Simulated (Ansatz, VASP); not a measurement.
## Mg2GeN3: VASP beside Ansatz

```
CELL_PARAMETERS angstrom
3.00117 0.00000 0.00000
-1.50059 2.59909 0.00000
0.00000 0.00000 7.73567
ATOMIC_POSITIONS crystal
Mg 0.33333 0.66667 0.66739
Mg 0.66667 0.33333 0.33261
Ge 0.00000 0.00000 0.00000
N 0.33333 0.66667 0.14343
N 0.66667 0.33333 0.85657
N 0.00000 0.00000 0.50000
```

Change from the starting cell: species swapped into the CaMn2Te3 type (P-3m1, No. 164).

Alike in both runs: functional PBE; k mesh 5 × 5 × 2; occupations gaussian, width 0.2 eV; no spin polarisation.

Ansatz relaxed the structure, and its values are those at the end. VASP's run is a single point on that final structure, the one shown.

```csv
,VASP,Ansatz
version,VASP 6.6.1,Ansatz 0.2.0
potentials or method,"VASP PAW PBE potentials, release 64 (Mg, Ge_d, N), cutoff 520 eV","scalar-relativistic, plane waves, PAW"
valence electrons in the cell,33,49
```

Ansatz gave:

- gap on the k mesh at the Fermi level (eV): none
- pressure (GPa): 0.1
- rms of the force components (eV/Å): 0.018

Q: What did VASP give for the same quantities?

A: gap on the k mesh at the Fermi level (eV): none; pressure (GPa): -0.3; rms of the force components (eV/Å): 0.021.

A gap of «none» marks a metal or a gap that the smearing closes. The functional is the same, so the differences come from potentials, cutoffs and numerics. VASP's potentials hold 33 valence electrons a cell and Ansatz's 49, so a difference there can come from the potentials and not from the codes.

The k mesh is coarse, so the values compare programs but aren't converged.
